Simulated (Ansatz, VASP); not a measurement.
## Two plane-wave programs on SiC

INCAR

```
SYSTEM = SiC
  ALGO = Normal
  EDIFF = 1E-7
  ENCUT = 520
  GGA = PE
  ISIF = 2
  ISMEAR = 0
  LASPH = .True.
  LCHARG = .True.
  LELF = .True.
  LREAL = .False.
  LVHAR = .True.
  LWAVE = .False.
  NBANDS = 26
  NELM = 100
  PREC = Accurate
  SIGMA = 0.05
```

File KPOINTS:

```
k-points
0
Gamma
  12 12 4
  0 0 0
```

File POSCAR:

```
SiC
1.0
    3.3106000000      0.0000000000      0.0000000000
   -1.6553000000      2.8670637018      0.0000000000
    0.0000000000      0.0000000000     10.9395000000
Si C
4 4
Direct
    0.6666666667      0.3333333333      0.9378436843
    0.3333333333      0.6666666667      0.4378436843
    0.0000000000      0.0000000000      0.6878989045
    0.0000000000      0.0000000000      0.1878989045
    0.6666666667      0.3333333333      0.7498087506
    0.3333333333      0.6666666667      0.2498087506
    0.0000000000      0.0000000000      0.5004476606
    0.0000000000      0.0000000000      0.0004476606
```

Input for Ansatz:

```yaml
crystal:
  lattice:
    - [3.3106, 0.0, 0.0]
    - [-1.6553, 2.8670637018, 0.0]
    - [0.0, 0.0, 10.9395]
  atoms:
    - { symbol: Si, position: [0.6666666667, 0.3333333333, 0.9378436843] }
    - { symbol: Si, position: [0.3333333333, 0.6666666667, 0.4378436843] }
    - { symbol: Si, position: [0.0, 0.0, 0.6878989045] }
    - { symbol: Si, position: [0.0, 0.0, 0.1878989045] }
    - { symbol: C, position: [0.6666666667, 0.3333333333, 0.7498087506] }
    - { symbol: C, position: [0.3333333333, 0.6666666667, 0.2498087506] }
    - { symbol: C, position: [0.0, 0.0, 0.5004476606] }
    - { symbol: C, position: [0.0, 0.0, 0.0004476606] }
basis:
  ecutwfc: 520.0
kpoints:
  mp_grid: { grid: [12, 12, 4] }
hamiltonian:
  xc: pbe
  pseudopotentials: { kind: paw, azcp: { folder: soft_1 } }
scf:
  occupations: { method: gaussian, width: 0.05 }
output:
  forces: true
  stress: true
  eigenvalues: true
```

Alike in both runs: task single point; functional PBE; k mesh 12 × 12 × 4; occupations gaussian, width 0.05 eV; no spin polarisation.

```csv
,VASP,Ansatz
version,VASP 6.6.1,Ansatz 0.2.0
potentials or method,"VASP PAW PBE potentials, release 64 (Si, C), cutoff 520 eV","scalar-relativistic, plane waves, PAW"
valence electrons in the cell,32,32
```

|  | VASP | Ansatz | Ansatz less VASP |
| --- | --- | --- | --- |
| gap on the k mesh at the Fermi level (eV) | 2.08 | 2.08 | +0.001 |
| least direct gap on the mesh (eV) | 3.14 | 3.15 | +0.001 |
| rms of the force components (eV/Å) | 0.023 | 0.023 | +0.0002 |

Atom by atom the forces differ by 0.001 eV/Å (rms over components).
